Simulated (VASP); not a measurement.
# Sr4TmSi (P6/mmm) in VASP: notebook

The runs below take Sr4TmSi through single point, relaxation of cell and atoms, with PBE.

Program: VASP 6.6.1. These are calculated values, not measurements. Logs are shortened: lines on timing, memory, paths and dates and some standing lists are left out, and cuts for length are marked.

## Step 1: The cell of the first run

Symmetry: P6/mmm, No. 191, hexagonal system. Conventional cell: a = 6.424 Å, b = 6.424 Å, c = 12.890 Å, α = 90.00°, β = 90.00°, γ = 120.00°. Within 5.1 Å of Sr (site symmetry -6m2) lie 9 Sr at 3.71 to 5.09 Å and 3 Tm at 3.71 Å. Sr (site symmetry 6mm) has 1 Si at 2.96 Å and 1 Tm at 3.49 Å within 3.9 Å. Tm (site symmetry 6/mmm) has 8 Sr at 3.49 to 3.71 Å within 4.6 Å. Within 3.9 Å of Si (site symmetry 6/mmm) lie 2 Sr at 2.96 Å.

The cell was built from a structure type or drawn by symmetry, and may not be a known phase.

## Step 2: Single point, PBE

INCAR

```
PREC = Accurate
ENCUT = 500
EDIFF = 1E-6
ISMEAR = 0
SIGMA = 0.2
LREAL = False
LASPH = True
NELM = 200
ALGO = Normal
ISIF = 2
LWAVE = False
LCHARG = False
GGA = PE
NBANDS = 36
GGA_COMPAT = False
LMAXMIX = 6
```

KPOINTS

```
Automatic mesh
0
Gamma
  4 4 2
```

POSCAR

```
Sr4TmSi
1.0
    6.4244672983      0.0000000040      0.0000000000
   -3.2122336526      5.5637518841      0.0000000000
    0.0000000000      0.0000000000     12.8895186016
Sr Tm Si
4 1 1
Direct
    0.3333333333      0.6666666667      0.0000000000
    0.6666666667      0.3333333333      0.0000000000
    0.0000000000      0.0000000000      0.2705749605
    0.0000000000      0.0000000000      0.7294250395
    0.0000000000      0.0000000000      0.0000000000
    0.0000000000      0.0000000000      0.5000000000
```

Potentials or basis: VASP PAW PBE potentials, release 64 (Sr_sv, Tm_3, Si), 4f in core.

Launch:

```console
$ cat potpaw_PBE.64/Sr_sv/POTCAR potpaw_PBE.64/Tm_3/POTCAR potpaw_PBE.64/Si/POTCAR > POTCAR
$ mpirun -np 1 vasp_std > vasp.out
```

OUTCAR:

```text
PREC = Accurate
   ENCUT = 500
   EDIFF = 1E-6
   ISMEAR = 0
   LREAL = False
   LASPH = True
   NELM = 200
   ISIF = 2
   GGA = PE

 ion  position               nearest neighbor table
   1  0.333  0.667  0.000-   2 3.71   5 3.71   2 3.71   5 3.71   5 3.71   2 3.71   4 5.09   3 5.09
                             3 5.09   4 5.09   3 5.09   4 5.09
   2  0.667  0.333  0.000-   1 3.71   5 3.71   1 3.71   5 3.71   5 3.71   1 3.71   4 5.09   3 5.09
                             4 5.09   3 5.09   4 5.09   3 5.09
   3  0.000  0.000  0.271-   6 2.96   5 3.49   1 5.09   2 5.09   1 5.09   2 5.09   2 5.09   1 5.09

   4  0.000  0.000  0.729-   6 2.96   5 3.49   1 5.09   2 5.09   1 5.09   2 5.09   2 5.09   1 5.09

   5  0.000  0.000  0.000-   3 3.49   4 3.49   1 3.71   2 3.71   1 3.71   2 3.71   2 3.71   1 3.71

   6  0.000  0.000  0.500-   3 2.96   4 2.96

  LATTYP: Found a hexagonal cell.
 ALAT       =     6.4244672983
 C/A-ratio  =     2.0063171004

  Lattice vectors:

 A1 = (   6.4244672983,   0.0000000040,   0.0000000000)
 A2 = (  -3.2122336526,   5.5637518841,   0.0000000000)
 A3 = (   0.0000000000,   0.0000000000,  12.8895186016)

Analysis of symmetry for initial positions (statically):
=====================================================================
 Subroutine PRICEL returns:
 Original cell was already a primitive cell.

 Routine SETGRP: Setting up the symmetry group for a
 hexagonal supercell.

 Subroutine GETGRP returns: Found 24 space group operations
 (whereof 24 operations were pure point group operations)
 out of a pool of 24 trial point group operations.

The static configuration has the point symmetry D_6h.

Analysis of symmetry for dynamics (positions and initial velocities):
=====================================================================
 Subroutine PRICEL returns:
 Original cell was already a primitive cell.

 Routine SETGRP: Setting up the symmetry group for a
 hexagonal supercell.

 Subroutine GETGRP returns: Found 24 space group operations
 (whereof 24 operations were pure point group operations)
 out of a pool of 24 trial point group operations.

The dynamic configuration has the point symmetry D_6h.

 Subroutine INISYM returns: Found 24 space group operations
 (whereof 24 operations are pure point group operations),
 and found     1 'primitive' translations

----------------------------------------------------------------------------------------

                                     Primitive cell

  volume of cell :     460.7248

  direct lattice vectors                    reciprocal lattice vectors
     6.424467298  0.000000004  0.000000000     0.155654929  0.089867415  0.000000000
    -3.212233653  5.563751884  0.000000000    -0.000000000  0.179734830  0.000000000
     0.000000000  0.000000000 12.889518602     0.000000000  0.000000000  0.077582416

  length of vectors
     6.424467298  6.424467298 12.889518602     0.179734830  0.179734830  0.077582416

  position of ions in fractional coordinates (direct lattice)
     0.333333333  0.666666667  0.000000000
     0.666666667  0.333333333  0.000000000
     0.000000000  0.000000000  0.270574960
     0.000000000  0.000000000  0.729425040
     0.000000000  0.000000000  0.000000000
     0.000000000  0.000000000  0.500000000

  ion indices of the primitive-cell ions
   primitive index   ion index
                 1           1
                 2           2
                 3           3
                 4           4
                 5           5
                 6           6

----------------------------------------------------------------------------------------

 KPOINTS: Automatic mesh

Automatic generation of k-mesh.
 Grid dimensions read from file:
 generate k-points for:    4    4    2

 Generating k-lattice:

  Cartesian coordinates                     Fractional coordinates (reciprocal lattice)
     0.038913732  0.022466854  0.000000000     0.250000000  0.000000000  0.000000000
    -0.000000000  0.044933708  0.000000000     0.000000000  0.250000000  0.000000000
     0.000000000  0.000000000  0.038791208     0.000000000  0.000000000  0.500000000

  Length of vectors
     0.044933708  0.044933708  0.038791208

  Shift w.r.t. Gamma in fractional coordinates (k-lattice)
     0.000000000  0.000000000  0.000000000

 Subroutine IBZKPT returns following result:
 ===========================================

 Found      8 irreducible k-points:

 Following reciprocal coordinates:
            Coordinates               Weight
  0.000000  0.000000  0.000000      1.000000
  0.250000  0.000000  0.000000      6.000000
  0.500000  0.000000  0.000000      3.000000
  0.250000  0.250000  0.000000      6.000000
  0.000000  0.000000  0.500000      1.000000
  0.250000  0.000000  0.500000      6.000000
  0.500000  0.000000  0.500000      3.000000
  0.250000  0.250000  0.500000      6.000000
   k-points           NKPTS =      8   k-points in BZ     NKDIM =      8   number of bands    NBANDS=     36
   number of dos      NEDOS =    301   number of ions     NIONS =      6
   total plane-waves  NPLWV = 221184
   dimension x,y,z NGX =    48 NGY =   48 NGZ =   96
   dimension x,y,z NGXF=    96 NGYF=   96 NGZF=  192
   ions per type =               4   1   1
   NGX,Y,Z   is equivalent  to a cutoff of  12.42, 12.42, 12.38 a.u.
   NGXF,Y,Z  is equivalent  to a cutoff of  24.84, 24.84, 24.76 a.u.
 SYSTEM =  unknown system
   PREC   = accura    normal or accurate (medium, high low for compatibility)
   ISTART =      0    job   : 0-new  1-cont  2-samecut
   ICHARG =      2    charge: 1-file 2-atom 10-const
   ISPIN  =      1    spin polarized calculation?
   LNONCOLLINEAR =      F non collinear calculations
   LSORBIT =      F    spin-orbit coupling
   LASPH  =      T    aspherical Exc in radial PAW
   ENCUT  =  500.0 eV  36.75 Ry    6.06 a.u.  11.71 11.71 23.50*2*pi/ulx,y,z
   NELM   =    200;   NELMIN=  2; NELMDL= -5     # of ELM steps
   EDIFF  = 0.1E-05   stopping-criterion for ELM
   LREAL  =      F    real-space projection
   EDIFFG = 0.1E-04   stopping-criterion for IOM
   NSW    =      0    number of steps for IOM
   IBRION =     -1    ionic relax: 0-MD 1-quasi-New 2-CG
   NFREE  =      0    steps in history (QN), initial steepest desc. (CG)
   ISIF   =      2    stress and relaxation
   ISYM   =      2    0-nonsym 1-usesym 2-fastsym
   POTIM  = 0.5000    time-step for ionic-motion
   TEBEG  =    0.0;   TEEND  =   0.0 temperature during run
   PSTRESS=    0.0 pullay stress
   NELECT =      53.0000    total number of electrons
   NUPDOWN=      -1.0000    fix difference up-down
   EMIN   =  10.00;   EMAX   =-10.00  energy-range for DOS
   EFERMI =   0.00;   METHOD = LEGACY
   ISMEAR =     0;   SIGMA  =   0.20  broadening in eV -4-tet -1-fermi 0-gaus
   EFERMI_NEDOS =   21; number of points for ismear=-14 and -15
   IALGO  =     38    algorithm
   IMIX   =      4    mixing-type and parameters
     AMIX     =   0.40;   BMIX     =  1.00
     AMIX_MAG =   1.60;   BMIX_MAG =  1.00
  volume/ion in A,a.u.               =      76.79       518.19
  Fermi-wavevector in a.u.,A,eV,Ry     =   0.796195  1.504591  8.625099  0.633927
  Thomas-Fermi vector in A             =   1.902671
   LORBIT       =      0    0 simple, 1 ext, 2 COOP (PROOUT), +10 PAW based schemes
   GGA     = PE    functional components
   LHFCALC =     F    Hartree Fock is set to
   AEXX    =    0.0000 exact exchange contribution
   IVDW    =     0    specifies the selected vdW correction
   LEPSILON=     F    determine dielectric tensor
   LRPA    =     F    only Hartree local field effects (RPA)
 non-spin polarized calculation
 Gauss-broadening in eV      SIGMA  =   0.20
  energy-cutoff  :      500.00
  volume of cell :      460.72
 maximum number of plane-waves:     11736
 NGX is ok and might be reduce to    48
   NGX = 23   NGY = 23   NGZ = 47

 number of electron      52.9999999 magnetization

 Free energy of the ion-electron system (eV)
  ---------------------------------------------------
  ext. energy  EPLUGINS =         0.00000000
  ---------------------------------------------------
  free energy    TOTEN  =       -10.48119450 eV

  energy without entropy =      -10.15444411  energy(sigma->0) =      -10.31781931

 E-fermi :  -0.3203     XC(G=0):  -5.7592

 val. band max:       -0.3335960730   @ k =   0.2500   0.2500   0.0000
 cond. band min:      -0.3172966670   @ k =   0.5000   0.0000   0.0000
 fundamental gap:      0.0162994060
 Fermi energy:        -0.3203112972

 k-point     1 :       0.0000    0.0000    0.0000
  band No.  band energies     occupation
      1     -36.9838      2.00000
      2     -36.9838      2.00000
      3     -36.5407      2.00000
      4     -36.4973      2.00000
      5     -26.6565      2.00000
      6     -26.6070      2.00000
[... 28 lines left out ...]
     35       1.1534      0.00000
     36       1.4857      0.00000

 k-point     2 :       0.2500    0.0000    0.0000
  band No.  band energies     occupation
      1     -36.9838      2.00000
      2     -36.9838      2.00000
      3     -36.5353      2.00000
      4     -36.5028      2.00000
      5     -26.6565      2.00000
      6     -26.6071      2.00000
[... 28 lines left out ...]
     35       1.5303      0.00000
     36       1.7300      0.00000

 k-point     3 :       0.5000    0.0000    0.0000
  band No.  band energies     occupation
      1     -36.9838      2.00000
      2     -36.9838      2.00000
      3     -36.5264      2.00000
      4     -36.5118      2.00000
      5     -26.6565      2.00000
      6     -26.6073      2.00000
[... 28 lines left out ...]
     35       1.2715      0.00000
     36       1.5880      0.00000
[... 118 lines left out ...]
 k-point     7 :       0.5000    0.0000    0.5000
  band No.  band energies     occupation
      1     -36.9839      2.00000
      2     -36.9838      2.00000
      3     -36.5264      2.00000
      4     -36.5118      2.00000
      5     -26.6565      2.00000
      6     -26.6073      2.00000
[... 28 lines left out ...]
     35       1.2715      0.00000
     36       1.4303      0.00000

 k-point     8 :       0.2500    0.2500    0.5000
  band No.  band energies     occupation
      1     -36.9839      2.00000
      2     -36.9838      2.00000
      3     -36.5264      2.00000
      4     -36.5118      2.00000
      5     -26.6565      2.00000
      6     -26.6069      2.00000
[... 28 lines left out ...]
     35       1.5675      0.00000
     36       1.7201      0.00000

------------------------ aborting loop because EDIFF is reached ----------------------------------------

  FORCE on cell =-STRESS in cart. coord.  units (eV):
  Direction    XX          YY          ZZ          XY          YZ          ZX
  --------------------------------------------------------------------------------------
  -------------------------------------------------------------------------------------
  Total        0.2524930      0.2524930     -0.0853692      0.0000000      0.0000000      0.0000000
  in kB        0.8780483      0.8780483     -0.2968726      0.0000000      0.0000000      0.0000000
  external PRESSURE =       0.4864080 kB  Pullay stress =       0.0000000 kB

 VOLUME and BASIS-vectors are now :
 -----------------------------------------------------------------------------
  energy-cutoff  :      500.00
  volume of cell :      460.72
      direct lattice vectors                 reciprocal lattice vectors
     6.424467298  0.000000004  0.000000000     0.155654929  0.089867415  0.000000000
    -3.212233653  5.563751884  0.000000000    -0.000000000  0.179734830  0.000000000
     0.000000000  0.000000000 12.889518602     0.000000000  0.000000000  0.077582416

 POSITION                                       TOTAL-FORCE (eV/Angst)
 -----------------------------------------------------------------------------------
     -0.00000      3.70917      0.00000        -0.000000      0.000000      0.000000
      3.21223      1.85458      0.00000         0.000000      0.000000     -0.000000
      0.00000      0.00000      3.48758         0.000000     -0.000000      0.014126
      0.00000      0.00000      9.40194         0.000000      0.000000     -0.014126
      0.00000      0.00000      0.00000         0.000000      0.000000      0.000000
      0.00000      0.00000      6.44476         0.000000      0.000000      0.000000
 -----------------------------------------------------------------------------------
    total drift:                               -0.000000      0.000000      0.000000

  FREE ENERGIE OF THE ION-ELECTRON SYSTEM (eV)
  ---------------------------------------------------
  free  energy   TOTEN  =       -10.4811945043 eV

  energy  without entropy=      -10.1544441081  energy(sigma->0) =      -10.31781931
```

It took 2.6 min on 1 thread of AMD EPYC 9R45 (Zen 5), shared host; peak memory 0.52 GiB.

What came out:

```yaml
Free_energy: -10.4812 eV
Pressure: 0.0 GPa
Largest_force: 0.014 eV/Å
Band_gap_on_the_k_mesh: zero (an odd number of electrons rules out a gap without spin polarisation)
```

Forces in eV/Å, atoms in the order of the input:
```
Sr   0.000  0.000  0.000
Sr   0.000  0.000  0.000
Sr   0.000  0.000  0.014
Sr   0.000  0.000 -0.014
Tm   0.000  0.000  0.000
Si   0.000  0.000  0.000
```

Stress tensor (GPa, compression positive):
```
 0.09  0.00  0.00
 0.00  0.09  0.00
 0.00  0.00 -0.03
```

Levels at points of the mesh, in eV from the Fermi level:
| k point | band 23 | band 24 | band 25 | band 26 | band 27 | band 28 | band 29 | band 30 |
| --- | --- | --- | --- | --- | --- | --- | --- | --- |
| (0.00, 0.00, 0.00) | -0.16 | -0.08 | 0.15 | 0.15 | 0.49 | 0.49 | 0.54 | 0.54 |
| (0.50, 0.00, 0.00) | -1.14 | -0.65 | -0.27 | -0.23 | 0.00 | 0.08 | 0.21 | 0.63 |
| (0.00, 0.00, 0.50) | -0.88 | 0.12 | 0.12 | 0.31 | 0.47 | 0.47 | 0.62 | 0.62 |
| (0.50, 0.00, 0.50) | -0.77 | -0.64 | -0.31 | -0.27 | -0.24 | -0.08 | 0.22 | 0.76 |

Caveat: spin-orbit coupling is left out, which moves the levels of the heavy elements; the 4f electrons are frozen in the core, so they carry no moment and show no levels. Spin polarisation is off, so any magnetic state and its effect on volume and gap are missing.

## Step 3: Relaxation of cell and atoms, PBE

This run uses another cell than the first one, of 31.06 Å³/atom.

INCAR

```
PREC = Accurate
ENCUT = 500
EDIFF = 1E-7
ISMEAR = 0
SIGMA = 0.2
LREAL = False
LASPH = True
NELM = 200
ALGO = Normal
ISIF = 3
LWAVE = False
LCHARG = False
GGA = PE
IBRION = 2
NSW = 36
EDIFFG = -0.08
GGA_COMPAT = False
NELMIN = 4
LMAXMIX = 6
```

KPOINTS

```
Automatic mesh
0
Gamma
  3 3 3
```

POSCAR

```
Sr4TmSi
1.0
    6.0565462900      0.0000000000      0.0000000000
   -3.0282731500      5.2451229500      0.0000000000
    0.0000000000      0.0000000000      5.8666679900
Sr Tm Si
4 1 1
Direct
    0.3333333300      0.6666666700      0.5000000000
    0.6666666700      0.3333333300      0.5000000000
    0.3333333300      0.6666666700      0.0000000000
    0.6666666700      0.3333333300      0.0000000000
    0.0000000000      0.0000000000      0.0000000000
    0.0000000000      0.0000000000      0.5000000000
```

Potentials or basis: VASP PAW PBE potentials, release 64 (Sr_sv, Tm_3, Si), 4f in core.

Launch:

```console
$ cat potpaw_PBE.64/Sr_sv/POTCAR potpaw_PBE.64/Tm_3/POTCAR potpaw_PBE.64/Si/POTCAR > POTCAR
$ mpirun -np 1 vasp_std > vasp.out
```

OUTCAR:

```text
PREC = Accurate
   ENCUT = 500
   EDIFF = 1E-7
   ISMEAR = 0
   LREAL = False
   LASPH = True
   NELM = 200
   ISIF = 3
   GGA = PE
   IBRION = 2
   NSW = 36
   EDIFFG = -0.08
   NELMIN = 4

 ion  position               nearest neighbor table
   1  0.333  0.667  0.500-   3 2.93   3 2.93   2 3.50   6 3.50   2 3.50   6 3.50   6 3.50   2 3.50
                             4 4.56   4 4.56   4 4.56   4 4.56   4 4.56   4 4.56
   2  0.667  0.333  0.500-   4 2.93   4 2.93   1 3.50   6 3.50   1 3.50   6 3.50   6 3.50   1 3.50
                             3 4.56   3 4.56   3 4.56   3 4.56   3 4.56   3 4.56
   3  0.333  0.667  0.000-   1 2.93   1 2.93   4 3.50   5 3.50   4 3.50   5 3.50   5 3.50   4 3.50
                             2 4.56   2 4.56   2 4.56   2 4.56   2 4.56   2 4.56
   4  0.667  0.333  0.000-   2 2.93   2 2.93   3 3.50   5 3.50   3 3.50   5 3.50   5 3.50   3 3.50
                             1 4.56   1 4.56   1 4.56   1 4.56   1 4.56   1 4.56
   5  0.000  0.000  0.000-   6 2.93   6 2.93   3 3.50   4 3.50   4 3.50   3 3.50   4 3.50   3 3.50

[... 187 lines left out ...]
  band No.  band energies     occupation
      1     -32.8035      2.00000
      2     -32.7155      2.00000
      3     -32.3075      2.00000
      4     -32.2235      2.00000
      5     -22.1103      2.00000
      6     -22.1103      2.00000
[... 432 lines left out ...]
--------------------------------------- Ionic step        7  -------------------------------------------

 number of electron      53.0000002 magnetization

 Free energy of the ion-electron system (eV)
  ---------------------------------------------------
  ext. energy  EPLUGINS =         0.00000000
  ---------------------------------------------------
  free energy    TOTEN  =       -13.81993231 eV

  energy without entropy =      -13.70071723  energy(sigma->0) =      -13.76032477

 E-fermi :   2.3882     XC(G=0):  -8.3222

 val. band max:        2.3411333156   @ k =   0.3333   0.0000   0.0000
 cond. band min:       2.4516782204   @ k =   0.3333   0.0000   0.3333
 fundamental gap:      0.1105449048
 Fermi energy:         2.3881938389

 k-point     1 :       0.0000    0.0000    0.0000
  band No.  band energies     occupation
      1     -34.1006      2.00000
      2     -34.0394      2.00000
      3     -33.5812      2.00000
      4     -33.5176      2.00000
      5     -23.9150      2.00000
      6     -23.9150      2.00000
[... 226 lines left out ...]
  FREE ENERGIE OF THE ION-ELECTRON SYSTEM (eV)
  ---------------------------------------------------
  free  energy   TOTEN  =       -13.8199323075 eV

  energy  without entropy=      -13.7007172277  energy(sigma->0) =      -13.76032477

 reached required accuracy - stopping structural energy minimisation
```

Wall time 4.5 min (1 thread of AMD EPYC 9R45 (Zen 5), shared host); peak memory 0.32 GiB.

What came out:

| Quantity | Value |
| --- | --- |
| Free energy | -13.8199 eV |
| Relaxed volume | 39.36 Å³/atom |
| Relaxed cell | a = 6.226 Å, b = 6.226 Å, c = 7.035 Å, α = 90.00°, β = 90.00°, γ = 120.00° |
| Space group after relaxing (to 0.1 Å) | P6/mmm (No. 191) |
| Energy gained by relaxing | 176.1 meV/atom |
| Ionic steps | 7 |
| Pressure after relaxing | 0.0 GPa |
| Band gap on the k mesh | zero (an odd number of electrons rules out a gap without spin polarisation) |

Step by step:
| step | energy change (eV) | largest force (eV/Å) | pressure (GPa) | volume (Å³) |
| --- | --- | --- | --- | --- |
| 1 | 0.0000 | 0.0000 | 4.57 | 186.37 |
| 2 | -0.8848 | 0.0000 | 1.72 | 210.65 |
| 3 | -1.0014 | 0.0000 | 1.12 | 220.59 |
| 4 | -1.0048 | 0.0000 | 0.11 | 240.83 |
| 5 | -1.0372 | 0.0000 | 0.57 | 230.88 |
| 6 | -1.0370 | 0.0000 | 0.61 | 229.96 |
| 7 | -1.0564 | 0.0000 | 0.05 | 236.13 |

Final structure:
```cif
data_structure
_symmetry_space_group_name_H-M 'P 1'
_symmetry_Int_Tables_number 1
_cell_length_a 6.2258
_cell_length_b 6.2258
_cell_length_c 7.0346
_cell_angle_alpha 90.000
_cell_angle_beta 90.000
_cell_angle_gamma 120.000
_cell_volume 236.13
loop_
_atom_site_label
_atom_site_type_symbol
_atom_site_fract_x
_atom_site_fract_y
_atom_site_fract_z
_atom_site_occupancy
Sr1 Sr 0.33333 0.66667 0.50000 1
Sr2 Sr 0.66667 0.33333 0.50000 1
Sr3 Sr 0.33333 0.66667 0.00000 1
Sr4 Sr 0.66667 0.33333 0.00000 1
Tm1 Tm 0.00000 0.00000 0.00000 1
Si1 Si 0.00000 0.00000 0.50000 1
```

Levels at points of the mesh, in eV from the Fermi level:
```tsv
k point	band 24	band 25	band 26	band 27	band 28	band 29
(0.00, 0.00, 0.00)	-1.14	-0.39	0.30	0.30	0.61	0.61
```

Caveat: the k points lie up to 0.39 Å⁻¹ apart in the final cell, too coarse for converged energies and pressures of a metal; the volume moved by over 15 % at a fixed basis, so the end points are rough; spin-orbit coupling is left out, which moves the levels of the heavy elements; the 4f electrons are frozen in the core, so they carry no moment and show no levels. Spin polarisation is off, so any magnetic state and its effect on volume and gap are missing.
